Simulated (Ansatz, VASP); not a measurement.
# BaHf3O2: VASP beside Ansatz

INCAR

```
SYSTEM = BaHf3O2
  PREC = Accurate
  ENCUT = 600
  EDIFF = 1E-7
  ISMEAR = 0
  SIGMA = 0.1
  LREAL = .FALSE.
  LASPH = .TRUE.
  NELM = 60
  ALGO = Normal
  ISIF = 3
  LWAVE = .FALSE.
  LCHARG = .FALSE.
  GGA = PE
  IBRION = 2
  NSW = 90
  EDIFFG = -0.04
```

KPOINTS

```
regular mesh
0
G
  3 3 6
  0 0 0
```

The input POSCAR:

```
BaHf3O2
1.0
    6.4980699979      0.0000000000      0.0000000000
   -3.2490349990      5.6274936938      0.0000000000
    0.0000000000      0.0000000000      2.9336750996
Ba Hf O
1 3 2
Direct
    0.0000000000      0.0000000000      0.5000000000
    0.5000000000      0.5000000000      0.0000000000
    0.5000000000      0.0000000000      0.0000000000
    0.0000000000      0.5000000000      0.0000000000
    0.6666666667      0.3333333333      0.5000000000
    0.3333333333      0.6666666667      0.5000000000
```

Input for Ansatz:

```yaml
crystal:
  lattice:
    - [6.4980699979, 0.0, 0.0]
    - [-3.249034999, 5.6274936938, 0.0]
    - [0.0, 0.0, 2.9336750996]
  atoms:
    - { symbol: Ba, position: [0.0, 0.0, 0.5] }
    - { symbol: Hf, position: [0.5, 0.5, 0.0] }
    - { symbol: Hf, position: [0.5, 0.0, 0.0] }
    - { symbol: Hf, position: [0.0, 0.5, 0.0] }
    - { symbol: O, position: [0.6666666667, 0.3333333333, 0.5] }
    - { symbol: O, position: [0.3333333333, 0.6666666667, 0.5] }
basis:
  ecutwfc: 420
kpoints:
  mp_grid: { grid: [3, 3, 6] }
hamiltonian:
  xc: pbe
scf:
  occupations: { method: gaussian, width: 0.1 }
  lower_state_search: "off"
output:
  forces: true
  stress: true
  eigenvalues: true
relax:
  adjacent_minimum: "off"
  f_tol: 0.04
  max_steps: 70
  cell: { stress_tol: 0.4 }
```

Change from the starting cell: species swapped into the ErCo3Ge2 type (P6mm, No. 183).

Alike in both runs: task relaxation of cell and atoms; functional PBE; k mesh 3 × 3 × 6; occupations gaussian, width 0.1 eV; no spin polarisation.

|  | VASP | Ansatz |
| --- | --- | --- |
| version | VASP 6.6.1 | Ansatz 0.2.0 |
| potentials or method | VASP PAW PBE potentials, release 64 (Ba_sv, Hf_pv, O), cutoff 600 eV | scalar-relativistic, plane waves, PAW |
| valence electrons in the cell | 52 | 100 |

Ansatz gave:

```
gap on the k mesh at the Fermi level, each at its own relaxed structure (eV) : none
relaxed volume (Å³/atom)                                                     : 17.77
relaxed length of the cell vector where the two differ most in proportion (Å)              : 6.453
```

Question: Estimate VASP's values.

Answer: gap on the k mesh at the Fermi level, each at its own relaxed structure (eV): none; relaxed volume (Å³/atom): 17.69; relaxed length of the cell vector where the two differ most in proportion (Å): 6.436.

A gap of «none» marks a metal or a gap that the smearing closes. VASP's potentials hold 52 valence electrons a cell and Ansatz's 100, so a difference there can come from the potentials and not from the codes.

The k mesh is coarse, so the values compare programs but aren't converged. Neither program's run includes spin-orbit coupling.
